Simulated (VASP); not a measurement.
# GaN (rock salt) (Fm-3m) in VASP: notebook

Runs on GaN (rock salt). Level: LDA. Tasks: single point.

Program: VASP 6.6.1. These are calculated values, not measurements. Logs are shortened: lines on timing, memory, paths and dates and some standing lists are left out, and cuts for length are marked.

**1. The cell of the first run**

It takes space group Fm-3m (No. 225, cubic). Conventional cell: a = 4.104 Å, b = 4.104 Å, c = 4.104 Å, α = 90.00°, β = 90.00°, γ = 90.00°. Ga (site symmetry m-3m) has 6 N at 2.05 Å within 2.7 Å. Within 2.7 Å of N (site symmetry m-3m) lie 6 Ga at 2.05 Å.

**2. Single point, LDA (volume scaled by 0.92)**

INCAR

```
SYSTEM = GaN
ALGO     = Normal         ! electronic algorithm
EDIFF    = 1E-6           ! SCF threshold, eV
ENCUT    = 600            ! plane-wave cutoff, eV
GGA      = CA             ! functional
GGA_COMPAT= .FALSE.      
ISIF     = 2              ! what is computed and relaxed
ISMEAR   = 0              ! smearing method
LASPH    = .TRUE.         ! aspherical terms in the spheres
LCHARG   = .FALSE.        ! write CHGCAR
LREAL    = .FALSE.        ! projectors in reciprocal space
LWAVE    = .FALSE.        ! write WAVECAR
NBANDS   = 16             ! bands
NELM     = 120            ! most SCF steps
PREC     = Accurate       ! precision mode
SIGMA    = 0.03           ! smearing width, eV
```

KPOINTS

```
k-points
0
G
  12 12 12
  0 0 0
```

POSCAR

```
GaN
1.0
    0.0000000000      2.0521624233      2.0521624233
    2.0521624233      0.0000000000      2.0521624233
    2.0521624233      2.0521624233      0.0000000000
Ga N
1 1
Direct
    0.0000000000      0.0000000000      0.0000000000
    0.5000000000      0.5000000000      0.5000000000
```

Potentials or basis: VASP PAW LDA potentials, release 64 (Ga_d, N).

Run with:

```
cat potpaw_LDA.64/Ga_d/POTCAR potpaw_LDA.64/N/POTCAR > POTCAR
mpirun -np 1 vasp_std > vasp.out
```

OUTCAR:

```text
SYSTEM = GaN
   EDIFF = 1E-6
   ENCUT = 600
   GGA = CA
   ISIF = 2
   ISMEAR = 0
   LASPH = .TRUE.
   LREAL = .FALSE.
   NELM = 120
   PREC = Accurate

 ion  position               nearest neighbor table
   1  0.000  0.000  0.000-   2 2.05   2 2.05   2 2.05   2 2.05   2 2.05   2 2.05
   2  0.500  0.500  0.500-   1 2.05   1 2.05   1 2.05   1 2.05   1 2.05   1 2.05

  LATTYP: Found a face centered cubic cell.
 ALAT       =     4.1043248466

  Lattice vectors:

 A1 = (   0.0000000000,   2.0521624233,   2.0521624233)
 A2 = (   2.0521624233,   0.0000000000,   2.0521624233)
 A3 = (   2.0521624233,   2.0521624233,   0.0000000000)

Analysis of symmetry for initial positions (statically):
=====================================================================
 Subroutine PRICEL returns:
 Original cell was already a primitive cell.

 Routine SETGRP: Setting up the symmetry group for a
 face centered cubic supercell.

 Subroutine GETGRP returns: Found 48 space group operations
 (whereof 48 operations were pure point group operations)
 out of a pool of 48 trial point group operations.

The static configuration has the point symmetry O_h .

Analysis of symmetry for dynamics (positions and initial velocities):
=====================================================================
 Subroutine PRICEL returns:
 Original cell was already a primitive cell.

 Routine SETGRP: Setting up the symmetry group for a
 face centered cubic supercell.

 Subroutine GETGRP returns: Found 48 space group operations
 (whereof 48 operations were pure point group operations)
 out of a pool of 48 trial point group operations.

The dynamic configuration has the point symmetry O_h .

 Subroutine INISYM returns: Found 48 space group operations
 (whereof 48 operations are pure point group operations),
 and found     1 'primitive' translations

----------------------------------------------------------------------------------------

                                     Primitive cell

  volume of cell :      17.2848

  direct lattice vectors                    reciprocal lattice vectors
     0.000000000  2.052162423  2.052162423    -0.243645432  0.243645432  0.243645432
     2.052162423  0.000000000  2.052162423     0.243645432 -0.243645432  0.243645432
     2.052162423  2.052162423  0.000000000     0.243645432  0.243645432 -0.243645432

  length of vectors
     2.902195931  2.902195931  2.902195931     0.422006267  0.422006267  0.422006267

  position of ions in fractional coordinates (direct lattice)
     0.000000000  0.000000000  0.000000000
     0.500000000  0.500000000  0.500000000

  ion indices of the primitive-cell ions
   primitive index   ion index
                 1           1
                 2           2

----------------------------------------------------------------------------------------

 KPOINTS: k-points

Automatic generation of k-mesh.
 Grid dimensions read from file:
 generate k-points for:   12   12   12

 Generating k-lattice:

  Cartesian coordinates                     Fractional coordinates (reciprocal lattice)
    -0.020303786  0.020303786  0.020303786     0.083333333  0.000000000  0.000000000
     0.020303786 -0.020303786  0.020303786     0.000000000  0.083333333  0.000000000
     0.020303786  0.020303786 -0.020303786     0.000000000  0.000000000  0.083333333

  Length of vectors
     0.035167189  0.035167189  0.035167189

  Shift w.r.t. Gamma in fractional coordinates (k-lattice)
     0.000000000  0.000000000  0.000000000

 Subroutine IBZKPT returns following result:
 ===========================================

 Found     72 irreducible k-points:

 Following reciprocal coordinates:
            Coordinates               Weight
  0.000000  0.000000  0.000000      1.000000
  0.083333  0.000000  0.000000      8.000000
  0.166667  0.000000  0.000000      8.000000
  0.250000  0.000000  0.000000      8.000000
  0.333333  0.000000  0.000000      8.000000
  0.416667  0.000000  0.000000      8.000000
[... 16 lines left out ...]
  0.500000  0.166667  0.000000     24.000000
 -0.416667  0.166667  0.000000     24.000000
 [... further k-points ...]
   k-points           NKPTS =     72   k-points in BZ     NKDIM =     72   number of bands    NBANDS=     16
   number of dos      NEDOS =    301   number of ions     NIONS =      2
   total plane-waves  NPLWV =  13824
   dimension x,y,z NGX =    24 NGY =   24 NGZ =   24
   dimension x,y,z NGXF=    48 NGYF=   48 NGZF=   48
   ions per type =               1   1
   NGX,Y,Z   is equivalent  to a cutoff of  13.75, 13.75, 13.75 a.u.
   NGXF,Y,Z  is equivalent  to a cutoff of  27.50, 27.50, 27.50 a.u.
 SYSTEM =  GaN
   PREC   = accura    normal or accurate (medium, high low for compatibility)
   ISTART =      0    job   : 0-new  1-cont  2-samecut
   ICHARG =      2    charge: 1-file 2-atom 10-const
   ISPIN  =      1    spin polarized calculation?
   LNONCOLLINEAR =      F non collinear calculations
   LSORBIT =      F    spin-orbit coupling
   LASPH  =      T    aspherical Exc in radial PAW
   ENCUT  =  600.0 eV  44.10 Ry    6.64 a.u.   5.80  5.80  5.80*2*pi/ulx,y,z
   NELM   =    120;   NELMIN=  2; NELMDL= -5     # of ELM steps
   EDIFF  = 0.1E-05   stopping-criterion for ELM
   LREAL  =      F    real-space projection
   EDIFFG = 0.1E-04   stopping-criterion for IOM
   NSW    =      0    number of steps for IOM
   IBRION =     -1    ionic relax: 0-MD 1-quasi-New 2-CG
   NFREE  =      0    steps in history (QN), initial steepest desc. (CG)
   ISIF   =      2    stress and relaxation
   ISYM   =      2    0-nonsym 1-usesym 2-fastsym
   POTIM  = 0.5000    time-step for ionic-motion
   TEBEG  =    0.0;   TEEND  =   0.0 temperature during run
   PSTRESS=    0.0 pullay stress
   NELECT =      18.0000    total number of electrons
   NUPDOWN=      -1.0000    fix difference up-down
   EMIN   =  10.00;   EMAX   =-10.00  energy-range for DOS
   EFERMI =   0.00;   METHOD = LEGACY
   ISMEAR =     0;   SIGMA  =   0.03  broadening in eV -4-tet -1-fermi 0-gaus
   EFERMI_NEDOS =   21; number of points for ismear=-14 and -15
   IALGO  =     38    algorithm
   IMIX   =      4    mixing-type and parameters
     AMIX     =   0.40;   BMIX     =  1.00
     AMIX_MAG =   1.60;   BMIX_MAG =  1.00
  volume/ion in A,a.u.               =       8.64        58.32
  Fermi-wavevector in a.u.,A,eV,Ry     =   1.659373  3.135760 37.463883  2.753518
  Thomas-Fermi vector in A             =   2.746793
   LORBIT       =      0    0 simple, 1 ext, 2 COOP (PROOUT), +10 PAW based schemes
   GGA     = CA    functional components
   LHFCALC =     F    Hartree Fock is set to
   AEXX    =    0.0000 exact exchange contribution
   IVDW    =     0    specifies the selected vdW correction
   LEPSILON=     F    determine dielectric tensor
   LRPA    =     F    only Hartree local field effects (RPA)
 non-spin polarized calculation
 Gauss-broadening in eV      SIGMA  =   0.03
  energy-cutoff  :      600.00
  volume of cell :       17.28
 maximum number of plane-waves:       589
   NGX = 11   NGY = 11   NGZ = 11

 number of electron      17.9999999 magnetization

 Free energy of the ion-electron system (eV)
  ---------------------------------------------------
  ext. energy  EPLUGINS =         0.00000000
  ---------------------------------------------------
  free energy    TOTEN  =       -13.02607013 eV

  energy without entropy =      -13.02607013  energy(sigma->0) =      -13.02607013

 E-fermi :   9.0090     XC(G=0): -13.9923

 val. band max:        8.8464944068   @ k =  -0.1667   0.1667   0.0000
 cond. band min:       9.8368151159   @ k =   0.5000   0.5000   0.0000
 fundamental gap:      0.9903207092
 Fermi energy:         9.0090214992

 k-point     1 :       0.0000    0.0000    0.0000
  band No.  band energies     occupation
      1      -9.2882      2.00000
      2      -5.2485      2.00000
      3      -5.2485      2.00000
      4      -5.2485      2.00000
      5      -5.1253      2.00000
      6      -5.1253      2.00000
[... 8 lines left out ...]
     15      25.6677      0.00000
     16      25.6677      0.00000

 k-point     2 :       0.0833    0.0000    0.0000
  band No.  band energies     occupation
      1      -9.1382      2.00000
      2      -5.2568      2.00000
      3      -5.2391      2.00000
      4      -5.2391      2.00000
      5      -5.1387      2.00000
      6      -5.1387      2.00000
[... 8 lines left out ...]
     15      25.4979      0.00000
     16      25.4979      0.00000

 k-point     3 :       0.1667    0.0000    0.0000
  band No.  band energies     occupation
      1      -8.6969      2.00000
      2      -5.2797      2.00000
      3      -5.2484      2.00000
      4      -5.2484      2.00000
      5      -5.1393      2.00000
      6      -5.1393      2.00000
[... 8 lines left out ...]
     15      26.0884      0.00000
     16      26.0884      0.00000

 k-point     4 :       0.2500    0.0000    0.0000
  band No.  band energies     occupation
      1      -7.9961      2.00000
      2      -5.3133      2.00000
      3      -5.3133      2.00000
      4      -5.3126      2.00000
      5      -5.0865      2.00000
      6      -5.0865      2.00000
[... 8 lines left out ...]
     15      27.4038      0.00000
     16      27.4038      0.00000
[... 324 lines left out ...]
 k-point    22 :       0.4167    0.1667    0.0000
  band No.  band energies     occupation
      1      -6.9024      2.00000
      2      -5.4132      2.00000
      3      -5.2885      2.00000
      4      -5.2302      2.00000
      5      -4.9537      2.00000
      6      -4.6188      2.00000
[... 8 lines left out ...]
     15      30.7018      0.00000
     16      33.1877      0.00000

 k-point    23 :       0.5000    0.1667    0.0000
  band No.  band energies     occupation
      1      -6.5244      2.00000
      2      -5.4524      2.00000
      3      -5.3489      2.00000
      4      -5.1886      2.00000
      5      -4.9433      2.00000
      6      -4.1812      2.00000
[... 8 lines left out ...]
     15      30.7726      0.00000
     16      33.3016      0.00000

 k-point    24 :      -0.4167    0.1667    0.0000
  band No.  band energies     occupation
      1      -6.4038      2.00000
      2      -5.4731      2.00000
      3      -5.3859      2.00000
      4      -5.1894      2.00000
      5      -4.9690      2.00000
      6      -4.1047      2.00000
[... 8 lines left out ...]
     15      30.5289      0.00000
     16      30.9993      0.00000

 [... further k-points ...]

------------------------ aborting loop because EDIFF is reached ----------------------------------------

  FORCE on cell =-STRESS in cart. coord.  units (eV):
  Direction    XX          YY          ZZ          XY          YZ          ZX
  --------------------------------------------------------------------------------------
  -------------------------------------------------------------------------------------
  Total        1.8710892      1.8710892      1.8710892      0.0000000      0.0000000     -0.0000000
  in kB      173.4362517    173.4362517    173.4362517      0.0000000      0.0000000     -0.0000000
  external PRESSURE =     173.4362517 kB  Pullay stress =       0.0000000 kB

 VOLUME and BASIS-vectors are now :
 -----------------------------------------------------------------------------
  energy-cutoff  :      600.00
  volume of cell :       17.28
      direct lattice vectors                 reciprocal lattice vectors
     0.000000000  2.052162423  2.052162423    -0.243645432  0.243645432  0.243645432
     2.052162423  0.000000000  2.052162423     0.243645432 -0.243645432  0.243645432
     2.052162423  2.052162423  0.000000000     0.243645432  0.243645432 -0.243645432

 POSITION                                       TOTAL-FORCE (eV/Angst)
 -----------------------------------------------------------------------------------
      0.00000      0.00000      0.00000         0.000000     -0.000000     -0.000000
      2.05216      2.05216      2.05216         0.000000      0.000000      0.000000
 -----------------------------------------------------------------------------------
    total drift:                                0.000000     -0.000000     -0.000000

  FREE ENERGIE OF THE ION-ELECTRON SYSTEM (eV)
  ---------------------------------------------------
  free  energy   TOTEN  =       -13.0260701322 eV

  energy  without entropy=      -13.0260701322  energy(sigma->0) =      -13.02607013
```

It took 26 s on 1 thread of Intel Xeon 8259CL, shared host; peak memory 0.15 GiB.

Results:

```
Free energy            : -13.0261 eV
Pressure               : 17.3 GPa
Band gap on the k mesh : 0.99 eV, indirect (least direct gap 4.01 eV)
```

Caveat: the cell differs from its parent crystal (volume scaled by 0.92). A k mesh can miss the band edges.

**3. Single point, LDA (volume scaled by 0.96)**

INCAR

```
SYSTEM = GaN
PREC = Accurate ; ENCUT = 600
EDIFF = 1E-6 ; ISMEAR = 0
SIGMA = 0.03 ; LREAL = .False.
LASPH = .True. ; NELM = 120
ALGO = Normal ; ISIF = 2
LWAVE = .False. ; LCHARG = .True.
LELF = .True. ; LVHAR = .True.
NBANDS = 16 ; GGA_COMPAT = .False.
```

KPOINTS

```
regular mesh
0
Gamma
  12 12 12
  0 0 0
```

POSCAR

```
GaN
1.0
    0.0000000000      2.0814829907      2.0814829907
    2.0814829907      0.0000000000      2.0814829907
    2.0814829907      2.0814829907      0.0000000000
Ga N
1 1
Direct
    0.0000000000      0.0000000000      0.0000000000
    0.5000000000      0.5000000000      0.5000000000
```

Potentials or basis: VASP PAW LDA potentials, release 64 (Ga_d, N).

Run with:

```
cat potpaw_LDA.64/Ga_d/POTCAR potpaw_LDA.64/N/POTCAR > POTCAR
mpirun -np 1 vasp_std > vasp.out
```

Run time: 24 s. Hardware: 1 thread of Intel Xeon 8259CL, shared host; peak memory 0.15 GiB.

Results (log left out):

- Free energy: -13.0781 eV
- Pressure: 4.7 GPa
- Band gap on the k mesh: 0.70 eV, indirect (least direct gap 3.42 eV)

Levels at points of the mesh, in eV from the valence-band top:
| k point | band 5 | band 6 | band 7 | band 8 | band 9 | band 10 | band 11 | band 12 | band 13 | band 14 |
| --- | --- | --- | --- | --- | --- | --- | --- | --- | --- | --- |
| (0.00, 0.00, 0.00) | -13.98 | -13.98 | -0.58 | -0.58 | -0.58 | 2.84 | 14.92 | 14.92 | 14.92 | 16.14 |
| (0.50, 0.00, 0.00) | -13.83 | -13.83 | -8.59 | -0.17 | -0.17 | 4.86 | 9.15 | 9.15 | 9.84 | 16.66 |
| (0.50, 0.50, 0.00) | -13.77 | -10.77 | -7.55 | -3.26 | -3.26 | 0.70 | 7.81 | 12.23 | 14.86 | 14.86 |

Caveat: the cell differs from its parent crystal (volume scaled by 0.96).

**4. Single point, LDA**

This run uses another cell than the first one, of 9.39 Å³/atom, 1.087 times its volume.

INCAR

```
SYSTEM = GaN
ALGO = Normal ; EDIFF = 1E-6
ENCUT = 600 ; GGA = CA
GGA_COMPAT = .FALSE. ; ISIF = 2
ISMEAR = 0 ; LASPH = .TRUE.
LCHARG = .TRUE. ; LELF = .TRUE.
LREAL = .FALSE. ; LVHAR = .TRUE.
LWAVE = .FALSE. ; NBANDS = 16
NELM = 120 ; PREC = Accurate
SIGMA = 0.03
```

KPOINTS

```
k-points
0
G
  12 12 12
  0 0 0
```

POSCAR

```
GaN
1.0
    0.0000000000      2.1100000000      2.1100000000
    2.1100000000      0.0000000000      2.1100000000
    2.1100000000      2.1100000000      0.0000000000
Ga N
1 1
Direct
    0.0000000000      0.0000000000      0.0000000000
    0.5000000000      0.5000000000      0.5000000000
```

Run with:

```
cat potpaw_LDA.64/Ga_d/POTCAR potpaw_LDA.64/N/POTCAR > POTCAR
mpirun -np 1 vasp_std > vasp.out
```

Run time: 28 s. Hardware: 1 thread of Intel Xeon 8259CL, shared host; peak memory 0.14 GiB.

Results (log left out):

```
Free energy            : -13.0769 eV
Pressure               : -5.4 GPa
Band gap on the k mesh : 0.44 eV, indirect (least direct gap 2.89 eV)
```

Levels at points of the mesh, in eV from the valence-band top:
```tsv
k point	band 5	band 6	band 7	band 8	band 9	band 10	band 11	band 12	band 13	band 14
(0.00, 0.00, 0.00)	-14.00	-14.00	-0.54	-0.54	-0.54	2.35	14.67	14.67	14.67	15.59
(0.50, 0.00, 0.00)	-13.87	-13.87	-8.37	-0.18	-0.18	4.68	8.91	8.91	9.29	16.26
(0.50, 0.50, 0.00)	-13.81	-10.86	-7.22	-3.10	-3.10	0.44	7.76	11.81	14.32	14.32
```

A k mesh can miss the band edges. A hybrid or GW would open this gap; LDA tends to underestimate it.

**5. Single point, LDA (volume scaled by 1.04)**

INCAR

```
PREC     = Accurate       # precision mode
ENCUT    = 600            # plane-wave cutoff, eV
EDIFF    = 1E-6           # SCF threshold, eV
ISMEAR   = 0              # smearing method
SIGMA    = 0.03           # smearing width, eV
LREAL    = False          # projectors in reciprocal space
LASPH    = True           # aspherical terms in the spheres
NELM     = 120            # most SCF steps
ALGO     = Normal         # electronic algorithm
ISIF     = 2              # what is computed and relaxed
LWAVE    = False          # write WAVECAR
LCHARG   = False          # write CHGCAR
GGA      = CA             # functional
NBANDS   = 16             # bands
GGA_COMPAT= False
```

KPOINTS

```
Automatic mesh
0
Gamma
  12 12 12
```

POSCAR

```
GaN
1.0
    0.0000000000      2.1377663421      2.1377663421
    2.1377663421      0.0000000000      2.1377663421
    2.1377663421      2.1377663421      0.0000000000
Ga N
1 1
Direct
    0.0000000000      0.0000000000      0.0000000000
    0.5000000000      0.5000000000      0.5000000000
```

Run with:

```
cat potpaw_LDA.64/Ga_d/POTCAR potpaw_LDA.64/N/POTCAR > POTCAR
mpirun -np 1 vasp_std > vasp.out
```

Wall time 29 s (1 thread of Intel Xeon 8259CL, shared host); peak memory 0.15 GiB.

The run converged. Its results:

| Property | Result |
| --- | --- |
| Free energy | -13.0334 eV |
| Pressure | -13.2 GPa |
| Band gap on the k mesh | 0.19 eV, indirect (least direct gap 2.40 eV) |

Levels at points of the mesh, in eV from the valence-band top:
```csv
k point,band 6,band 7,band 8,band 9,band 10,band 11,band 12,band 13
"(0.00, 0.00, 0.00)",-14.03,-0.50,-0.50,-0.50,1.91,14.45,14.45,14.45
"(0.50, 0.00, 0.00)",-13.77,-8.17,-0.18,-0.18,4.51,8.69,8.69,8.78
"(0.50, 0.50, 0.00)",-10.94,-6.92,-2.96,-2.96,0.19,7.72,11.42,13.82
```

Caveat: the cell differs from its parent crystal (volume scaled by 1.04). A k mesh can miss the band edges.

**6. Summary**

| cell | gap on the mesh (eV) | pressure (GPa) |
| --- | --- | --- |
| a = 2.902 Å, angles 60.0°, 2 atoms | 0.99 | 17.3 |
| a = 2.944 Å, angles 60.0°, 2 atoms | 0.70 | 4.7 |
| a = 2.984 Å, angles 60.0°, 2 atoms | 0.44 | -5.4 |
| a = 3.023 Å, angles 60.0°, 2 atoms | 0.19 | -13.2 |

Alike in all rows: task single point; level LDA; potentials or basis VASP PAW LDA potentials, release 64 (Ga_d, N); no spin polarisation; k mesh 12 × 12 × 12; cutoff (eV) 600; smearing gaussian 0.03 eV.

Total energies depend on the potentials used, so only differences within one code and one set of settings carry meaning.
